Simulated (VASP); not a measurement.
A run of VASP 6.6.1:

File INCAR:

```
SYSTEM = Al2Pt
PREC = Accurate ; ENCUT = 600
EDIFF = 1E-6 ; ISMEAR = 0
SIGMA = 0.1 ; LREAL = .FALSE.
LASPH = .TRUE. ; NELM = 100
ALGO = Fast ; ISIF = 3
LWAVE = .FALSE. ; LCHARG = .FALSE.
GGA = PS ; IBRION = 2
NSW = 70 ; EDIFFG = -0.008
PSTRESS = 40.0
```

KPOINTS

```
Automatic mesh
0
G
  12 12 12
  0 0 0
```

Contents of POSCAR:

```
Al2Pt
1.0
    0.0000000000      2.9213549773      2.9213549773
    2.9213549773      0.0000000000      2.9213549773
    2.9213549773      2.9213549773      0.0000000000
Al Pt
2 1
Direct
    0.2500000000      0.2500000000      0.2500000000
    0.7500000000      0.7500000000      0.7500000000
    0.0000000000      0.0000000000      0.0000000000
```

Potentials or basis: VASP PAW PBE potentials, release 64 (Al, Pt).

Run with:

```sh
$ cat potpaw_PBE.64/Al/POTCAR potpaw_PBE.64/Pt/POTCAR > POTCAR
$ mpirun -np 1 vasp_std > vasp.out
```

Hardware: 1 thread of Intel(R) Xeon(R) Platinum 8375C CPU @ 2.90GHz (Ice Lake) (shared host).

**Question.** Estimate the wall time of this run.

**Answer.** Run time: 2.2 min on 1 thread of Intel(R) Xeon(R) Platinum 8375C CPU @ 2.90GHz (Ice Lake) (shared host), peak memory 0.25 GiB. Counts: scf iterations 25, k points 72, ion steps 3.
